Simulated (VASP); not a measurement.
A run of VASP 6.6.1 is set up as follows.

Contents of INCAR:

```
  PREC = Accurate
  ENCUT = 520
  EDIFF = 1E-7
  ISMEAR = 0
  SIGMA = 0.1
  LREAL = F
  LASPH = T
  NELM = 80
  ALGO = Normal
  ISIF = 2
  LWAVE = F
  LCHARG = T
  GGA = PE
  LELF = T
  LVHAR = T
  NBANDS = 29
```

Contents of KPOINTS:

```
Automatic mesh
0
Gamma
  4 4 4
```

The input POSCAR:

```
Ba3Cd
1.0
    5.7239145310      0.0000000000      0.0000000000
    0.0000000000      5.7239145310      0.0000000000
    0.0000000000      0.0000000000      5.7239145310
Ba Cd
3 1
Direct
    0.0000000000      0.5000000000      0.5000000000
    0.5000000000      0.0000000000      0.5000000000
    0.5000000000      0.5000000000      0.0000000000
    0.0000000000      0.0000000000      0.0000000000
```

Potentials or basis: VASP PAW PBE potentials, release 64 (Ba_sv, Cd).

Run with:

```bash
$ cat potpaw_PBE.64/Ba_sv/POTCAR potpaw_PBE.64/Cd/POTCAR > POTCAR
$ mpirun -np 1 vasp_std > vasp.out
```

**Question.** Estimate the pressure.

**Answer.** 0.4 GPa.

**Question.** Estimate the band gap on the k mesh.

**Answer.** Zero (bands 21 and 22 overlap by 0.30 eV).

Caveat: spin-orbit coupling is left out, which moves the levels of the heavy elements.
